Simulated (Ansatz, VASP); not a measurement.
## One calculation of P, two programs

Contents of INCAR:

```
PREC = Accurate ; ENCUT = 600
EDIFF = 1E-6 ; ISMEAR = -1
SIGMA = 0.1 ; LREAL = F
LASPH = T ; NELM = 60
ALGO = Normal ; ISIF = 3
LWAVE = F ; LCHARG = F
IBRION = 2 ; NSW = 80
EDIFFG = -0.01
```

File KPOINTS:

```
Automatic mesh
0
Gamma
  13 13 7
```

Contents of POSCAR:

```
P
1.0
    2.7818573800      0.0000000000      0.0000000000
   -1.3909286900      2.4091591608      0.0000000000
    0.0000000000      0.0000000000      4.5427731016
P
2
Direct
    0.3333333333      0.6666666667      0.2500000000
    0.6666666667      0.3333333333      0.7500000000
```

Input for Ansatz:

```yaml
crystal:
  lattice:
    - [2.78185738, 0.0, 0.0]
    - [-1.39092869, 2.4091591608, 0.0]
    - [0.0, 0.0, 4.5427731016]
  atoms:
    - { symbol: P, position: [0.3333333333, 0.6666666667, 0.25] }
    - { symbol: P, position: [0.6666666667, 0.3333333333, 0.75] }
hamiltonian:
  xc: lda
  pseudopotentials:
    kind: paw
    azcp:
      P: "pseudopotentials/P.paw.azcp"
basis:
  ecutwfc: 420
  fft_grid_basis: typed
kpoints:
  mp_grid: { grid: [13, 13, 7], shift: [0, 0, 0] }
magnetization:
  spin_polarized: false
scf:
  occupations: { method: fermi_dirac, width: 0.1 }
relax:
  max_steps: 60
  f_tol: 0.01
  cell: {}
output:
  write_density: true
  write_potential: true
  elf: true
  volumetric_format: npy
```

Alike in both runs: task relaxation of cell and atoms; functional LDA; k mesh 13 × 13 × 7; occupations fermi-dirac, width 0.1 eV; no spin polarisation.

```csv
,VASP,Ansatz
version,VASP 6.6.1,Ansatz 0.2.0
potentials or method,"VASP PAW LDA potentials, release 64 (P), cutoff 600 eV","plane waves (420 eV) with PAW, scalar-relativistic"
valence electrons in the cell,10,10
```

```csv
,VASP,Ansatz,Ansatz less VASP
relaxed volume (Å³/atom),14.32,14.34,+0.020
relaxed cell length with the largest relative difference (Å),3.222,3.224,+0.0016
```

Ansatz warns that its potentials were made for another functional, while VASP's fit it. LDA's correlation is that of Perdew and Zunger in VASP and of Perdew and Wang (1992) in Ansatz.
